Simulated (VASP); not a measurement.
A run of VASP 6.6.1:

File INCAR:

```
PREC = Accurate
ENCUT = 420
EDIFF = 1E-8
ISMEAR = -1
SIGMA = 0.05
LREAL = False
LASPH = True
NELM = 120
ALGO = Normal
ISIF = 2
LWAVE = False
LCHARG = False
GGA = PS
LEFG = True
NBANDS = 14
GGA_COMPAT = False
```

The input KPOINTS:

```
Automatic mesh
0
Gamma
  15 15 15
```

POSCAR

```
Ir
1.0
    0.0000000000      1.9132795507      1.9132795507
    1.9132795507      0.0000000000      1.9132795507
    1.9132795507      1.9132795507      0.0000000000
Ir
1
Direct
    0.0000000000      0.0000000000      0.0000000000
```

Potentials or basis: VASP PAW PBE potentials, release 64 (Ir_sv_GW).

Command:

```sh
$ cat potpaw_PBE.64/Ir_sv_GW/POTCAR > POTCAR
$ mpirun -np 1 vasp_std > vasp.out
```

Hardware: 1 thread of AMD EPYC 7R13 Processor (Zen 3), with other jobs on the host.

Question: Estimate the wall time of this run.

Answer: It took 16 s on 1 thread of AMD EPYC 7R13 Processor (Zen 3), on a shared host, peak memory 0.11 GiB. Counts: scf iterations 14, k points 120.
